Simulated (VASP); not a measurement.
Input of a VASP 6.6.1 run:

File INCAR:

```
PREC     = Accurate       # precision mode
ENCUT    = 520            # plane-wave cutoff, eV
EDIFF    = 1E-6           # SCF threshold, eV
ISMEAR   = 0              # smearing method
SIGMA    = 0.1            # smearing width, eV
LREAL    = F              # projectors in reciprocal space
LASPH    = T              # aspherical terms in the spheres
NELM     = 80             # most SCF steps
ALGO     = Normal         # electronic algorithm
ISIF     = 2              # what is computed and relaxed
LWAVE    = F              # write WAVECAR
LCHARG   = F              # write CHGCAR
GGA      = CA             # functional
NBANDS   = 11             # bands
```

Contents of KPOINTS:

```
regular mesh
0
Gamma
  8 8 8
```

POSCAR

```
C
1.0
    0.0000000000      1.7834000000      1.7834000000
    1.7834000000      0.0000000000      1.7834000000
    1.7834000000      1.7834000000      0.0000000000
C
2
Direct
    0.5000000000      0.5000000000      0.5000000000
    0.7500000000      0.7500000000      0.7500000000
```

Potentials or basis: VASP PAW LDA potentials, release 64 (C).

Launch:

```bash
$ cat potpaw_LDA.64/C/POTCAR > POTCAR
$ mpirun -np 1 vasp_std > vasp.out
```

Q: Estimate the pressure.

A: -11.7 GPa.

Q: Estimate the band gap on the k mesh.

A: 4.10 eV, indirect (least direct gap 5.54 eV).

A k mesh can miss the band edges. A hybrid or GW would open this gap; LDA tends to underestimate it.
